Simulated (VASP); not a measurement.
# SnTe (Fm-3m) in VASP: further runs

Runs on SnTe. Level: PBEsol. Tasks: single point, relaxation of cell and atoms.

Everything below comes from runs of VASP 6.6.1. Logs are shortened: lines on timing, memory, paths and dates and some standing lists are left out, and cuts for length are marked.

### 1 The cell of the first run

It takes space group Fm-3m (No. 225, cubic). The conventional cell has a = 6.288 Å, b = 6.288 Å, c = 6.288 Å, α = 90.00°, β = 90.00°, γ = 90.00°. Within 4.1 Å of Sn (site symmetry m-3m) lie 6 Te at 3.14 Å. Within 4.1 Å of Te (site symmetry m-3m) lie 6 Sn at 3.14 Å.

### 2 Single point, PBEsol

The input, INCAR:

```
SYSTEM = SnTe
PREC = Accurate
ENCUT = 520
EDIFF = 1E-6
ISMEAR = -1
SIGMA = 0.05
LREAL = .False.
LASPH = .True.
NELM = 60
ALGO = Normal
ISIF = 2
LWAVE = .False.
LCHARG = .True.
GGA = PS
LELF = .True.
LVHAR = .True.
NBANDS = 17
```

The input, KPOINTS:

```
regular mesh
0
Gamma
  10 10 10
  0 0 0
```

The input, POSCAR:

```
SnTe
1.0
    3.1442354006      3.1442354006      0.0000000000
   -3.1442354006      3.1442354006      0.0000000000
    0.0000000000      3.1442354006      3.1442354006
Sn Te
1 1
Direct
    0.0000000000      0.0000000000      0.0000000000
    0.5000000000      0.5000000000      0.0000000000
```

Potentials or basis: VASP PAW PBE potentials, release 64 (Sn_d, Te).

The run is started by

```bash
$ cat potpaw_PBE.64/Sn_d/POTCAR potpaw_PBE.64/Te/POTCAR > POTCAR
$ mpirun -np 1 vasp_std > vasp.out
```

OUTCAR:

```text
SYSTEM = SnTe
   PREC = Accurate
   ENCUT = 520
   EDIFF = 1E-6
   ISMEAR = -1
   LREAL = .False.
   LASPH = .True.
   NELM = 60
   ISIF = 2
   GGA = PS

 ion  position               nearest neighbor table
   1  0.000  0.000  0.000-   2 3.14   2 3.14   2 3.14   2 3.14   2 3.14   2 3.14
   2  0.500  0.500  0.000-   1 3.14   1 3.14   1 3.14   1 3.14   1 3.14   1 3.14

  LATTYP: Found a face centered cubic cell.
 ALAT       =     6.2884708012

  Lattice vectors:

 A1 = (   0.0000000000,   3.1442354006,   3.1442354006)
 A2 = (   3.1442354006,   0.0000000000,   3.1442354006)
 A3 = (   3.1442354006,   3.1442354006,   0.0000000000)

Analysis of symmetry for initial positions (statically):
=====================================================================
 Subroutine PRICEL returns:
 Original cell was already a primitive cell.

 Routine SETGRP: Setting up the symmetry group for a
 face centered cubic supercell.

 Subroutine GETGRP returns: Found 48 space group operations
 (whereof 48 operations were pure point group operations)
 out of a pool of 48 trial point group operations.

The static configuration has the point symmetry O_h .

Analysis of symmetry for dynamics (positions and initial velocities):
=====================================================================
 Subroutine PRICEL returns:
 Original cell was already a primitive cell.

 Routine SETGRP: Setting up the symmetry group for a
 face centered cubic supercell.

 Subroutine GETGRP returns: Found 48 space group operations
 (whereof 48 operations were pure point group operations)
 out of a pool of 48 trial point group operations.

The dynamic configuration has the point symmetry O_h .

 Subroutine INISYM returns: Found 48 space group operations
 (whereof 48 operations are pure point group operations),
 and found     1 'primitive' translations

----------------------------------------------------------------------------------------

                                     Primitive cell

  volume of cell :      62.1692

  direct lattice vectors                    reciprocal lattice vectors
     3.144235401  3.144235401  0.000000000     0.159021172  0.159021172 -0.159021172
    -3.144235401  3.144235401  0.000000000    -0.159021172  0.159021172 -0.159021172
     0.000000000  3.144235401  3.144235401     0.000000000  0.000000000  0.318042345

  length of vectors
     4.446620347  4.446620347  4.446620347     0.275432750  0.275432750  0.318042345
[... 79 lines left out ...]
   ENCUT  =  520.0 eV  38.22 Ry    6.18 a.u.   8.27  8.27  8.27*2*pi/ulx,y,z
   NELM   =     60;   NELMIN=  2; NELMDL= -5     # of ELM steps
   EDIFF  = 0.1E-05   stopping-criterion for ELM
   LREAL  =      F    real-space projection
   EDIFFG = 0.1E-04   stopping-criterion for IOM
   NSW    =      0    number of steps for IOM
   IBRION =     -1    ionic relax: 0-MD 1-quasi-New 2-CG
   NFREE  =      0    steps in history (QN), initial steepest desc. (CG)
   ISIF   =      2    stress and relaxation
   ISYM   =      2    0-nonsym 1-usesym 2-fastsym
   POTIM  = 0.5000    time-step for ionic-motion
   TEBEG  =    0.0;   TEEND  =   0.0 temperature during run
   PSTRESS=    0.0 pullay stress
   NELECT =      20.0000    total number of electrons
   NUPDOWN=      -1.0000    fix difference up-down
   EMIN   =  10.00;   EMAX   =-10.00  energy-range for DOS
   EFERMI =   0.00;   METHOD = LEGACY
   ISMEAR =    -1;   SIGMA  =   0.05  broadening in eV -4-tet -1-fermi 0-gaus
   EFERMI_NEDOS =   21; number of points for ismear=-14 and -15
   IALGO  =     38    algorithm
   IMIX   =      4    mixing-type and parameters
     AMIX     =   0.40;   BMIX     =  1.00
     AMIX_MAG =   1.60;   BMIX_MAG =  1.00
  volume/ion in A,a.u.               =      31.08       209.77
  Fermi-wavevector in a.u.,A,eV,Ry     =   1.121742  2.119786 17.120291  1.258306
  Thomas-Fermi vector in A             =   2.258398
   LORBIT       =      0    0 simple, 1 ext, 2 COOP (PROOUT), +10 PAW based schemes
   GGA     = PS    functional components
   LHFCALC =     F    Hartree Fock is set to
   AEXX    =    0.0000 exact exchange contribution
   IVDW    =     0    specifies the selected vdW correction
   LEPSILON=     F    determine dielectric tensor
   LRPA    =     F    only Hartree local field effects (RPA)
 non-spin polarized calculation
  energy-cutoff  :      520.00
  volume of cell :       62.17
 maximum number of plane-waves:      1695
 NGX is ok and might be reduce to    36
   NGX = 17   NGY = 17   NGZ = 17

 number of electron      19.9999998 magnetization

 Free energy of the ion-electron system (eV)
  ---------------------------------------------------
  ext. energy  EPLUGINS =         0.00000000
  ---------------------------------------------------
  free energy    TOTEN  =        -8.33916226 eV

  energy without entropy =       -8.33870136  energy(sigma->0) =       -8.33893181

 E-fermi :   6.9071     XC(G=0):  -9.6809

 val. band max:        6.8287281562   @ k =   0.5000   0.0000   0.0000
 cond. band min:       6.9894606015   @ k =   0.5000   0.0000   0.0000
 fundamental gap:      0.1607324452
 Fermi energy:         6.9071362956

 k-point     1 :       0.0000    0.0000    0.0000
  band No.  band energies     occupation
      1     -14.9005      2.00000
      2     -14.9005      2.00000
      3     -14.8932      2.00000
      4     -14.8932      2.00000
      5     -14.8932      2.00000
      6      -5.9835      2.00000
[... 457 lines left out ...]
      4     -14.8859      2.00000
      5     -14.8841      2.00000
      6      -4.3835      2.00000
[... 9 lines left out ...]
     16      14.9346      0.00000
     17      17.4165      0.00000

 [... further k-points ...]

------------------------ aborting loop because EDIFF is reached ----------------------------------------

  FORCE on cell =-STRESS in cart. coord.  units (eV):
  Direction    XX          YY          ZZ          XY          YZ          ZX
  --------------------------------------------------------------------------------------
  -------------------------------------------------------------------------------------
  Total       -0.0088080     -0.0088080     -0.0088080      0.0000000      0.0000000     -0.0000000
  in kB       -0.2269919     -0.2269919     -0.2269919      0.0000000      0.0000000     -0.0000000
  external PRESSURE =      -0.2269919 kB  Pullay stress =       0.0000000 kB

 VOLUME and BASIS-vectors are now :
 -----------------------------------------------------------------------------
  energy-cutoff  :      520.00
  volume of cell :       62.17
      direct lattice vectors                 reciprocal lattice vectors
     3.144235401  3.144235401  0.000000000     0.159021172  0.159021172 -0.159021172
    -3.144235401  3.144235401  0.000000000    -0.159021172  0.159021172 -0.159021172
     0.000000000  3.144235401  3.144235401     0.000000000  0.000000000  0.318042345

 POSITION                                       TOTAL-FORCE (eV/Angst)
 -----------------------------------------------------------------------------------
      0.00000      0.00000      0.00000        -0.000000      0.000000      0.000000
      0.00000      3.14424      0.00000         0.000000     -0.000000      0.000000
 -----------------------------------------------------------------------------------
    total drift:                                0.000000      0.000000     -0.000000

  FREE ENERGIE OF THE ION-ELECTRON SYSTEM (eV)
  ---------------------------------------------------
  free  energy   TOTEN  =        -8.3391622553 eV

  energy  without entropy=       -8.3387013643  energy(sigma->0) =       -8.33893181
```

stdout:

```text
POSCAR found type information on POSCAR SnTe
 POSCAR found :  2 types and       2 ions
 scaLAPACK will be used
 -----------------------------------------------------------------------------
|                                                                             |
|                                                                             |
|     You enforced a specific xc type in the INCAR file but a different       |
|     I HOPE YOU KNOW WHAT YOU ARE DOING!                                     |
|                                                                             |
 -----------------------------------------------------------------------------

 LDA part: xc-table for (Slater+PW92), standard interpolation
 POSCAR, INCAR and KPOINTS ok, starting setup
 FFT: planning ... GRIDC
 FFT: planning ... GRID_SOFT
 FFT: planning ... GRID
 WAVECAR not read
 entering main loop
```

Wall time 40 s (1 thread of Intel Xeon Platinum 8488C (Sapphire Rapids), shared host); peak memory 0.23 GiB.

Results:

```yaml
Free_energy: -8.3392 eV
Pressure: 0.0 GPa
Band_gap_on_the_k_mesh: 0.16 eV
```

Levels at points of the mesh, in eV from the valence-band top:
```tsv
k point	band 7	band 8	band 9	band 10	band 11	band 12	band 13	band 14
(0.00, 0.00, 0.00)	-4.63	-2.09	-2.09	-2.09	3.40	3.40	3.40	4.76
(0.50, 0.00, 0.00)	-8.34	-1.76	-1.76	0.00	0.16	0.39	0.39	7.76
(0.50, 0.50, 0.00)	-6.44	-5.59	-3.72	-3.72	2.13	5.00	5.00	6.47
```

Caveat: semilocal functionals underestimate gaps, and a narrow one can read as zero; the PAW data sets were made with another functional, which shifts forces and pressure a little; spin-orbit coupling is left out, which moves the levels of the heavy elements.

### 3 Relaxation of cell and atoms, PBEsol

This run uses another cell than the first one, of 31.28 Å³/atom.

The input, INCAR:

```
ALGO = Normal
EDIFF = 1E-6
EDIFFG = -0.002
ENCUT = 600
GGA = PS
IBRION = 2
ISIF = 3
ISMEAR = -1
LASPH = T
LCHARG = F
LREAL = F
LWAVE = F
NELM = 60
NSW = 100
PREC = Accurate
SIGMA = 0.05
```

The input, KPOINTS:

```
k-points
0
Gamma
  10 10 10
```

The input, POSCAR:

```
SnTe
1.0
    3.1508500000      3.1508500000      0.0000000000
   -3.1508500000      3.1508500000      0.0000000000
    0.0000000000      3.1508500000      3.1508500000
Sn Te
1 1
Direct
    0.0000000000      0.0000000000      0.0000000000
    0.5000000000      0.5000000000      0.0000000000
```

Potentials or basis: VASP PAW PBE potentials, release 64 (Sn_d, Te).

The run is started by

```bash
$ cat potpaw_PBE.64/Sn_d/POTCAR potpaw_PBE.64/Te/POTCAR > POTCAR
$ mpirun -np 1 vasp_std > vasp.out
```

Run time: 66 s. Hardware: 1 thread of Intel Xeon Platinum 8488C (Sapphire Rapids), shared host; peak memory 0.23 GiB.

Results (log left out):

```yaml
Free_energy: -8.3395 eV
Relaxed_volume: 31.11 Å³/atom
Relaxed_cell: a = 4.448 Å, b = 4.448 Å, c = 4.448 Å, α = 60.00°, β = 60.00°, γ = 90.00°
Space_group_after_relaxing_to_0.1_Å: Fm-3m (No. 225)
Energy_gained_by_relaxing: 0.1 meV/atom
Ionic_steps: 3
Pressure_after_relaxing: 0.0 GPa
Band_gap_on_the_k_mesh: 0.16 eV
```

The path:
```tsv
step	energy change (eV)	largest force (eV/Å)	pressure (GPa)	volume (Å³)
1	0.0000	0.0000	-0.29	62.56
2	-0.0002	0.0000	0.12	62.05
3	-0.0003	0.0000	-0.01	62.22
```

Final structure:
```
Sn Te
1.0
     3.14506    3.14506    0.00000
    -3.14506    3.14506    0.00000
     0.00000    3.14506    3.14506
Sn Te
1 1
Direct
  0.00000 0.00000 0.00000
  0.50000 0.50000 0.00000
```

Levels at points of the mesh, in eV from the valence-band top:
| k point | band 8 | band 9 | band 10 | band 11 | band 12 | band 13 |
| --- | --- | --- | --- | --- | --- | --- |
| (0.00, 0.00, 0.00) | -2.09 | -2.09 | -2.09 | 3.40 | 3.40 | 3.40 |
| (0.50, 0.00, 0.00) | -1.75 | -1.75 | 0.00 | 0.16 | 0.39 | 0.39 |
| (0.50, 0.50, 0.00) | -5.59 | -3.72 | -3.72 | 2.13 | 5.00 | 5.00 |

Caveat: semilocal functionals underestimate gaps, and a narrow one can read as zero; the PAW data sets were made with another functional, which shifts forces and pressure a little; spin-orbit coupling is left out, which moves the levels of the heavy elements.

### 4 Single point, PBEsol, non-collinear spin, zero start, spin-orbit coupling

The input, INCAR:

```
SYSTEM = SnTe
PREC = Accurate
ENCUT = 520
EDIFF = 1E-7
ISMEAR = -1
SIGMA = 0.01
LREAL = .False.
LASPH = .True.
NELM = 150
ALGO = Normal
ISIF = 2
LWAVE = .False.
LCHARG = .False.
MAGMOM = 0 0 0 0 0 0
LORBIT = 11
LSORBIT = .True.
GGA_COMPAT = .False.
LORBMOM = .True.
GGA = PS
NBANDS = 32
```

The input, KPOINTS:

```
regular mesh
0
Gamma
  10 10 10
  0 0 0
```

The input, POSCAR:

```
SnTe
1.0
    3.1442354006      3.1442354006      0.0000000000
   -3.1442354006      3.1442354006      0.0000000000
    0.0000000000      3.1442354006      3.1442354006
Sn Te
1 1
Direct
    0.0000000000      0.0000000000      0.0000000000
    0.5000000000      0.5000000000      0.0000000000
```

The run is started by

```bash
$ cat potpaw_PBE.64/Sn_d/POTCAR potpaw_PBE.64/Te/POTCAR > POTCAR
$ mpirun -np 1 vasp_ncl > vasp.out
```

It took 2.8 min on 1 thread of Intel Xeon Platinum 8488C (Sapphire Rapids), shared host; peak memory 0.47 GiB.

Results (log left out):

```
Free energy                                           : -8.4880 eV
Pressure                                              : 0.0 GPa
Net moment                                            : 0.00 μB per cell
Valence electrons inside the program's atomic spheres : Sn 12.10; Te 3.37
```

Moments on the atoms (μB; x, y, z):
```
Sn  0.00 0.00 0.00
Te  0.00 0.00 0.00
```

Caveat: the PAW data sets were made with another functional, which shifts forces and pressure a little.

### 5 Overview

```csv
task,spin,cell,cutoff (eV),smearing,gap on the mesh (eV),pressure (GPa)
single point,off,"a = 4.447 Å, angles 60.0, 60.0, 90.0°, 2 atoms",520,fermi-dirac 0.05 eV,0.16,0.0
relaxation of cell and atoms,off,"relaxed from a = 4.456 Å, angles 60.0, 60.0, 90.0°, 2 atoms",600,fermi-dirac 0.05 eV,0.16,0.0
single point,"non-collinear, zero start, SOC","a = 4.447 Å, angles 60.0, 60.0, 90.0°, 2 atoms",520,fermi-dirac 0.01 eV,-,0.0
```

Alike in all rows: level PBEsol; potentials or basis VASP PAW PBE potentials, release 64 (Sn_d, Te); k mesh 10 × 10 × 10.

Caveats: the PAW data sets were made with another functional, which shifts forces and pressure a little; semilocal functionals underestimate gaps, and a narrow one can read as zero (at least some runs); spin-orbit coupling is left out, which moves the levels of the heavy elements (at least some runs).

Absolute energies hang on the potentials; compare differences alone.
